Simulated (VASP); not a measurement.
## BP: single point with LDA

The system is BP.

```
B P
1.0
     0.00000    2.17824    2.08748
     2.17824    0.00000    2.08748
     2.17824    2.17824    0.00000
B P
1 1
Direct
  0.00000 0.00000 0.00000
  0.75000 0.75000 0.75000
```

This cell differs from its parent crystal: strain -0.040 along x and y, -0.080 along z.

```json
{
  "Program": "VASP 6.6.1",
  "Task": "single point",
  "Functional": "LDA",
  "Potentials or basis": "VASP PAW LDA potentials, release 64 (B, P)",
  "Cutoff": "500 eV",
  "k mesh": "10 × 10 × 10",
  "Occupations": "gaussian, width 0.05 eV",
  "Spin": "no spin polarisation"
}
```

The pressure is 29.7 GPa. The band gap on the k mesh is 0.32 eV, indirect (least direct gap 3.28 eV).

Stress tensor (GPa, compression positive):
```
25.75  0.00  0.00
 0.00 25.75  0.00
 0.00  0.00 37.65
```

Levels at points of the mesh, in eV from the valence-band top:
```
           k point  band 2  band 3  band 4  band 5  band 6  band 7
(0.00, 0.00, 0.00)   -0.42   -0.42    0.00    3.28    3.50    3.50
(0.50, 0.00, 0.00)  -10.52   -2.52   -1.91    4.11    4.25    5.25
(0.50, 0.50, 0.00)   -9.32   -5.32   -5.32    0.36    0.70   13.25
(0.50, 0.00, 0.50)   -9.78   -4.85   -4.75    0.88    1.40   12.69
```

It took 12 s on 1 thread of AMD EPYC 9R45 96-Core Processor (Zen 5) (shared host), peak memory 0.1 GiB.

Caveat: the cell differs from its parent crystal (strain -0.040 along x and y, -0.080 along z). A k mesh can miss the band edges.
